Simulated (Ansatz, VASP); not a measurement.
Ta in VASP and in Ansatz

Contents of INCAR:

```
PREC = Accurate ; ENCUT = 520
EDIFF = 1E-6 ; ISMEAR = -1
SIGMA = 0.1 ; LREAL = F
LASPH = T ; NELM = 100
ALGO = Normal ; ISIF = 2
LWAVE = F ; LCHARG = F
GGA = RP ; NBANDS = 18
```

KPOINTS

```
Automatic mesh
0
Gamma
  10 10 10
```

POSCAR

```
Ta
1.0
    0.0000000000      3.1214947726      3.1214947726
    3.1214947726      0.0000000000      3.1214947726
    3.1214947726      3.1214947726      0.0000000000
Ta
2
Direct
    0.1250000000      0.1250000000      0.1250000000
    0.8750000000      0.8750000000      0.8750000000
```

Input for Ansatz:

```yaml
crystal:
  lattice:
    - [0.0, 3.1214947726, 3.1214947726]
    - [3.1214947726, 0.0, 3.1214947726]
    - [3.1214947726, 3.1214947726, 0.0]
  atoms:
    - { symbol: Ta, position: [0.125, 0.125, 0.125] }
    - { symbol: Ta, position: [0.875, 0.875, 0.875] }
hamiltonian:
  xc: rpbe
  pseudopotentials:
    kind: paw
    azcp:
      Ta: "pseudopotentials/Ta.paw.azcp"
basis:
  ecutwfc: 420
  fft_grid_basis: typed
kpoints:
  mp_grid: { grid: [10, 10, 10], shift: [0, 0, 0] }
magnetization:
  spin_polarized: false
scf:
  occupations: { method: fermi_dirac, width: 0.1 }
  lower_state_search: "off"
output:
  stress: true
```

Alike in both runs: task single point; functional RPBE; k mesh 10 × 10 × 10; occupations fermi-dirac, width 0.1 eV; no spin polarisation.

|  | VASP | Ansatz |
| --- | --- | --- |
| version | VASP 6.6.1 | Ansatz 0.2.0 |
| potentials or method | VASP PAW PBE potentials, release 64 (Ta_pv), cutoff 520 eV | plane waves (420 eV) with PAW, scalar-relativistic |
| valence electrons in the cell | 22 | 26 |

|  | VASP | Ansatz | Ansatz less VASP |
| --- | --- | --- | --- |
| pressure (GPa) | -2.4 | -2.4 | +0.02 |

VASP's potentials were made for PBE, not for RPBE. With one functional, cell and mesh, what is left measures potentials, basis and numerics. VASP's potentials hold 22 valence electrons a cell and Ansatz's 26, so a difference there can come from the potentials and not from the codes.

Neither program's run includes spin-orbit coupling.
